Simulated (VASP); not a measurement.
# Zr2PdS3 (P4/mmm) in VASP: notebook

The runs below take Zr2PdS3 through single point, relaxation of cell and atoms, with PBE.

All numbers are computed with VASP 6.6.1; they aren't measurements. Logs are shortened: lines on timing, memory, paths and dates and some standing lists are left out, and cuts for length are marked.

### Step 1. The cell of the first run

It takes space group P4/mmm (No. 123, tetragonal). The conventional cell has a = 3.245 Å, b = 3.245 Å, c = 9.620 Å, α = 90.00°, β = 90.00°, γ = 90.00°. Zr (site symmetry 4mm) has 8 S at 2.64 to 2.88 Å and 1 Pd at 3.06 Å and 5 Zr at 3.25 to 3.50 Å within 3.5 Å. Pd (site symmetry 4/mmm) has 8 S at 2.89 Å and 2 Zr at 3.06 Å and 4 Pd at 3.25 Å within 3.8 Å. Within 3.6 Å of S (site symmetry 4mm) lie 4 Zr at 2.64 Å and 4 Pd at 2.89 Å and 6 S at 3.06 to 3.50 Å. Within 3.8 Å of S (site symmetry 4/mmm) lie 8 Zr at 2.88 Å and 6 S at 3.06 to 3.25 Å.

The cell was built from a structure type or drawn by symmetry, and may not be a known phase.

### Step 2. Single point, PBE

INCAR

```
SYSTEM = Zr2PdS3
ALGO = Normal
EDIFF = 1E-7
ENCUT = 520
GGA = PE
ISIF = 2
ISMEAR = 0
LASPH = .True.
LCHARG = .False.
LREAL = .False.
LWAVE = .False.
NBANDS = 35
NELM = 100
PREC = Accurate
SIGMA = 0.1
```

KPOINTS

```
k-points
0
Gamma
  6 6 2
  0 0 0
```

POSCAR

```
Zr2PdS3
1.0
    3.2452905313      0.0000000000      0.0000000000
    0.0000000000      3.2452905313      0.0000000000
    0.0000000000      0.0000000000      9.6196764876
Zr Pd S
2 1 3
Direct
    0.5000000000      0.5000000000      0.3183098760
    0.5000000000      0.5000000000      0.6816901240
    0.5000000000      0.5000000000      0.0000000000
    0.0000000000      0.0000000000      0.8179574546
    0.0000000000      0.0000000000      0.1820425454
    0.0000000000      0.0000000000      0.5000000000
```

Potentials or basis: VASP PAW PBE potentials, release 64 (Zr_sv, Pd, S).

The run is started by

```console
$ cat potpaw_PBE.64/Zr_sv/POTCAR potpaw_PBE.64/Pd/POTCAR potpaw_PBE.64/S/POTCAR > POTCAR
$ mpirun -np 1 vasp_std > vasp.out
```

OUTCAR:

```text
SYSTEM = Zr2PdS3
   EDIFF = 1E-7
   ENCUT = 520
   GGA = PE
   ISIF = 2
   ISMEAR = 0
   LASPH = .True.
   LREAL = .False.
   NELM = 100
   PREC = Accurate

 ion  position               nearest neighbor table
   1  0.500  0.500  0.318-   5 2.64   5 2.64   5 2.64   5 2.64   6 2.88   6 2.88   6 2.88   6 2.88
                             3 3.06   2 3.50
   2  0.500  0.500  0.682-   4 2.64   4 2.64   4 2.64   4 2.64   6 2.88   6 2.88   6 2.88   6 2.88
                             3 3.06   1 3.50
   3  0.500  0.500  0.000-   4 2.89   5 2.89   4 2.89   5 2.89   4 2.89   5 2.89   4 2.89   5 2.89
                             1 3.06   2 3.06
   4  0.000  0.000  0.818-   2 2.64   2 2.64   2 2.64   2 2.64   3 2.89   3 2.89   3 2.89   3 2.89

   5  0.000  0.000  0.182-   1 2.64   1 2.64   1 2.64   1 2.64   3 2.89   3 2.89   3 2.89   3 2.89

   6  0.000  0.000  0.500-   1 2.88   2 2.88   1 2.88   2 2.88   1 2.88   2 2.88   1 2.88   2 2.88

  LATTYP: Found a simple tetragonal cell.
 ALAT       =     3.2452905313
 C/A-ratio  =     2.9641957769

  Lattice vectors:

 A1 = (   3.2452905313,   0.0000000000,   0.0000000000)
 A2 = (   0.0000000000,   3.2452905313,   0.0000000000)
 A3 = (   0.0000000000,   0.0000000000,   9.6196764876)

Analysis of symmetry for initial positions (statically):
=====================================================================
 Subroutine PRICEL returns:
 Original cell was already a primitive cell.

 Routine SETGRP: Setting up the symmetry group for a
 simple tetragonal supercell.

 Subroutine GETGRP returns: Found 16 space group operations
 (whereof 16 operations were pure point group operations)
 out of a pool of 16 trial point group operations.

The static configuration has the point symmetry D_4h.

Analysis of symmetry for dynamics (positions and initial velocities):
=====================================================================
 Subroutine PRICEL returns:
 Original cell was already a primitive cell.

 Routine SETGRP: Setting up the symmetry group for a
 simple tetragonal supercell.

 Subroutine GETGRP returns: Found 16 space group operations
 (whereof 16 operations were pure point group operations)
 out of a pool of 16 trial point group operations.

The dynamic configuration has the point symmetry D_4h.

 Subroutine INISYM returns: Found 16 space group operations
 (whereof 16 operations are pure point group operations),
 and found     1 'primitive' translations

----------------------------------------------------------------------------------------

                                     Primitive cell

  volume of cell :     101.3136

  direct lattice vectors                    reciprocal lattice vectors
     3.245290531  0.000000000  0.000000000     0.308138822  0.000000000  0.000000000
     0.000000000  3.245290531  0.000000000     0.000000000  0.308138822  0.000000000
     0.000000000  0.000000000  9.619676488     0.000000000  0.000000000  0.103953600

  length of vectors
     3.245290531  3.245290531  9.619676488     0.308138822  0.308138822  0.103953600

  position of ions in fractional coordinates (direct lattice)
     0.500000000  0.500000000  0.318309876
     0.500000000  0.500000000  0.681690124
     0.500000000  0.500000000  0.000000000
     0.000000000  0.000000000  0.817957455
     0.000000000  0.000000000  0.182042545
     0.000000000  0.000000000  0.500000000

  ion indices of the primitive-cell ions
   primitive index   ion index
                 1           1
                 2           2
                 3           3
                 4           4
                 5           5
                 6           6

----------------------------------------------------------------------------------------

 KPOINTS: k-points

Automatic generation of k-mesh.
 Grid dimensions read from file:
 generate k-points for:    6    6    2

 Generating k-lattice:

  Cartesian coordinates                     Fractional coordinates (reciprocal lattice)
     0.051356470  0.000000000  0.000000000     0.166666667  0.000000000  0.000000000
     0.000000000  0.051356470  0.000000000     0.000000000  0.166666667  0.000000000
     0.000000000  0.000000000  0.051976800     0.000000000  0.000000000  0.500000000

  Length of vectors
     0.051356470  0.051356470  0.051976800

  Shift w.r.t. Gamma in fractional coordinates (k-lattice)
     0.000000000  0.000000000  0.000000000

 Subroutine IBZKPT returns following result:
 ===========================================

 Found     20 irreducible k-points:

 Following reciprocal coordinates:
            Coordinates               Weight
  0.000000  0.000000  0.000000      1.000000
  0.166667  0.000000  0.000000      4.000000
  0.333333  0.000000  0.000000      4.000000
  0.500000  0.000000  0.000000      2.000000
  0.166667  0.166667  0.000000      4.000000
  0.333333  0.166667  0.000000      8.000000
[... 12 lines left out ...]
  0.500000  0.333333  0.500000      4.000000
  0.500000  0.500000  0.500000      1.000000
   k-points           NKPTS =     20   k-points in BZ     NKDIM =     20   number of bands    NBANDS=     35
   number of dos      NEDOS =    301   number of ions     NIONS =      6
   total plane-waves  NPLWV =  41472
   dimension x,y,z NGX =    24 NGY =   24 NGZ =   72
   dimension x,y,z NGXF=    48 NGYF=   48 NGZF=  144
   ions per type =               2   1   3
   NGX,Y,Z   is equivalent  to a cutoff of  12.29, 12.29, 12.44 a.u.
   NGXF,Y,Z  is equivalent  to a cutoff of  24.59, 24.59, 24.89 a.u.
 SYSTEM =  Zr2PdS3
   PREC   = accura    normal or accurate (medium, high low for compatibility)
   ISTART =      0    job   : 0-new  1-cont  2-samecut
   ICHARG =      2    charge: 1-file 2-atom 10-const
   ISPIN  =      1    spin polarized calculation?
   LNONCOLLINEAR =      F non collinear calculations
   LSORBIT =      F    spin-orbit coupling
   LASPH  =      T    aspherical Exc in radial PAW
   ENCUT  =  520.0 eV  38.22 Ry    6.18 a.u.   6.03  6.03 17.89*2*pi/ulx,y,z
   NELM   =    100;   NELMIN=  2; NELMDL= -5     # of ELM steps
   EDIFF  = 0.1E-06   stopping-criterion for ELM
   LREAL  =      F    real-space projection
   EDIFFG = 0.1E-05   stopping-criterion for IOM
   NSW    =      0    number of steps for IOM
   IBRION =     -1    ionic relax: 0-MD 1-quasi-New 2-CG
   NFREE  =      0    steps in history (QN), initial steepest desc. (CG)
   ISIF   =      2    stress and relaxation
   ISYM   =      2    0-nonsym 1-usesym 2-fastsym
   POTIM  = 0.5000    time-step for ionic-motion
   TEBEG  =    0.0;   TEEND  =   0.0 temperature during run
   PSTRESS=    0.0 pullay stress
   NELECT =      52.0000    total number of electrons
   NUPDOWN=      -1.0000    fix difference up-down
   EMIN   =  10.00;   EMAX   =-10.00  energy-range for DOS
   EFERMI =   0.00;   METHOD = LEGACY
   ISMEAR =     0;   SIGMA  =   0.10  broadening in eV -4-tet -1-fermi 0-gaus
   EFERMI_NEDOS =   21; number of points for ismear=-14 and -15
   IALGO  =     38    algorithm
   IMIX   =      4    mixing-type and parameters
     AMIX     =   0.40;   BMIX     =  1.00
     AMIX_MAG =   1.60;   BMIX_MAG =  1.00
  volume/ion in A,a.u.               =      16.89       113.95
  Fermi-wavevector in a.u.,A,eV,Ry     =   1.310751  2.476959 23.375723  1.718067
  Thomas-Fermi vector in A             =   2.441259
   LORBIT       =      0    0 simple, 1 ext, 2 COOP (PROOUT), +10 PAW based schemes
   GGA     = PE    functional components
   LHFCALC =     F    Hartree Fock is set to
   AEXX    =    0.0000 exact exchange contribution
   IVDW    =     0    specifies the selected vdW correction
   LEPSILON=     F    determine dielectric tensor
   LRPA    =     F    only Hartree local field effects (RPA)
 non-spin polarized calculation
 Gauss-broadening in eV      SIGMA  =   0.10
  energy-cutoff  :      520.00
  volume of cell :      101.31
 maximum number of plane-waves:      2758
   NGX = 13   NGY = 13   NGZ = 35

 number of electron      51.9999986 magnetization

 Free energy of the ion-electron system (eV)
  ---------------------------------------------------
  ext. energy  EPLUGINS =         0.00000000
  ---------------------------------------------------
  free energy    TOTEN  =       -40.70512331 eV

  energy without entropy =      -40.68605081  energy(sigma->0) =      -40.69558706

 E-fermi :   9.6279     XC(G=0): -11.6460

 val. band max:        9.5831928299   @ k =   0.5000   0.1667   0.0000
 cond. band min:       9.6427676258   @ k =   0.1667   0.1667   0.0000
 fundamental gap:      0.0595747959
 Fermi energy:         9.6279221581

 k-point     1 :       0.0000    0.0000    0.0000
  band No.  band energies     occupation
      1     -39.6311      2.00000
      2     -39.6222      2.00000
      3     -17.8710      2.00000
      4     -17.7259      2.00000
      5     -17.4422      2.00000
      6     -17.4422      2.00000
[... 27 lines left out ...]
     34      13.1528      0.00000
     35      14.2992      0.00000

 k-point     2 :       0.1667    0.0000    0.0000
  band No.  band energies     occupation
      1     -39.6203      2.00000
      2     -39.6115      2.00000
      3     -17.8475      2.00000
      4     -17.7089      2.00000
      5     -17.5838      2.00000
      6     -17.5655      2.00000
[... 27 lines left out ...]
     34      13.2786      0.00000
     35      13.6392      0.00000

 k-point     3 :       0.3333    0.0000    0.0000
  band No.  band energies     occupation
      1     -39.5985      2.00000
      2     -39.5899      2.00000
      3     -17.8563      2.00000
      4     -17.8314      2.00000
      5     -17.7994      2.00000
      6     -17.6689      2.00000
[... 27 lines left out ...]
     34      13.4996      0.00000
     35      13.5872      0.00000

 k-point     4 :       0.5000    0.0000    0.0000
  band No.  band energies     occupation
      1     -39.5875      2.00000
      2     -39.5791      2.00000
      3     -17.9868      2.00000
      4     -17.9572      2.00000
      5     -17.7757      2.00000
      6     -17.6514      2.00000
[... 27 lines left out ...]
     34      13.4639      0.00000
     35      14.0107      0.00000

 k-point     5 :       0.1667    0.1667    0.0000
  band No.  band energies     occupation
      1     -39.6096      2.00000
      2     -39.6008      2.00000
      3     -17.8255      2.00000
      4     -17.6924      2.00000
      5     -17.5800      2.00000
      6     -17.5596      2.00000
[... 486 lines left out ...]
 k-point    18 :       0.3333    0.3333    0.5000
  band No.  band energies     occupation
      1     -39.5669      2.00000
      2     -39.5588      2.00000
      3     -17.7936      2.00000
      4     -17.7730      2.00000
      5     -17.7671      2.00000
      6     -17.7493      2.00000
[... 27 lines left out ...]
     34      14.2547      0.00000
     35      14.7622      0.00000

 k-point    19 :       0.5000    0.3333    0.5000
  band No.  band energies     occupation
      1     -39.5564      2.00000
      2     -39.5483      2.00000
      3     -17.9010      2.00000
      4     -17.8787      2.00000
      5     -17.7548      2.00000
      6     -17.7375      2.00000
[... 27 lines left out ...]
     34      13.8894      0.00000
     35      14.6612      0.00000

 k-point    20 :       0.5000    0.5000    0.5000
  band No.  band energies     occupation
      1     -39.5459      2.00000
      2     -39.5380      2.00000
      3     -17.8718      2.00000
      4     -17.8718      2.00000
      5     -17.8521      2.00000
      6     -17.8521      2.00000
[... 27 lines left out ...]
     34      14.4854      0.00000
     35      14.6651      0.00000

------------------------ aborting loop because EDIFF is reached ----------------------------------------

  FORCE on cell =-STRESS in cart. coord.  units (eV):
  Direction    XX          YY          ZZ          XY          YZ          ZX
  --------------------------------------------------------------------------------------
  -------------------------------------------------------------------------------------
  Total       -0.0449382     -0.0449382      0.0812410      0.0000000      0.0000000      0.0000000
  in kB       -0.7106546     -0.7106546      1.2847486      0.0000000      0.0000000      0.0000000
  external PRESSURE =      -0.0455202 kB  Pullay stress =       0.0000000 kB

 VOLUME and BASIS-vectors are now :
 -----------------------------------------------------------------------------
  energy-cutoff  :      520.00
  volume of cell :      101.31
      direct lattice vectors                 reciprocal lattice vectors
     3.245290531  0.000000000  0.000000000     0.308138822  0.000000000  0.000000000
     0.000000000  3.245290531  0.000000000     0.000000000  0.308138822  0.000000000
     0.000000000  0.000000000  9.619676488     0.000000000  0.000000000  0.103953600

 POSITION                                       TOTAL-FORCE (eV/Angst)
 -----------------------------------------------------------------------------------
      1.62265      1.62265      3.06204         0.000000      0.000000      0.011884
      1.62265      1.62265      6.55764        -0.000000      0.000000     -0.011884
      1.62265      1.62265      0.00000        -0.000000     -0.000000      0.000000
      0.00000      0.00000      7.86849        -0.000000     -0.000000      0.022696
      0.00000      0.00000      1.75119        -0.000000     -0.000000     -0.022696
      0.00000      0.00000      4.80984        -0.000000     -0.000000      0.000000
 -----------------------------------------------------------------------------------
    total drift:                                0.000000     -0.000000      0.000000

  FREE ENERGIE OF THE ION-ELECTRON SYSTEM (eV)
  ---------------------------------------------------
  free  energy   TOTEN  =       -40.7051233085 eV

  energy  without entropy=      -40.6860508088  energy(sigma->0) =      -40.69558706
```

It took 33 s on 1 thread of Intel Xeon 6975P-C (Granite Rapids), shared host; peak memory 0.22 GiB.

Results:

```yaml
Free_energy: -40.7051 eV
Pressure: 0.0 GPa
Largest_force: 0.023 eV/Å
Band_gap_on_the_k_mesh: zero (bands 26 and 27 overlap by 0.87 eV)
```

Forces on the atoms (eV/Å):
```
Zr   0.000  0.000  0.012
Zr   0.000  0.000 -0.012
Pd   0.000  0.000  0.000
S    0.000  0.000  0.023
S    0.000  0.000 -0.023
S    0.000  0.000  0.000
```

Stress tensor (GPa, compression positive):
```
-0.07  0.00  0.00
 0.00 -0.07  0.00
 0.00  0.00  0.13
```

(Continued in part 2 of 2.)
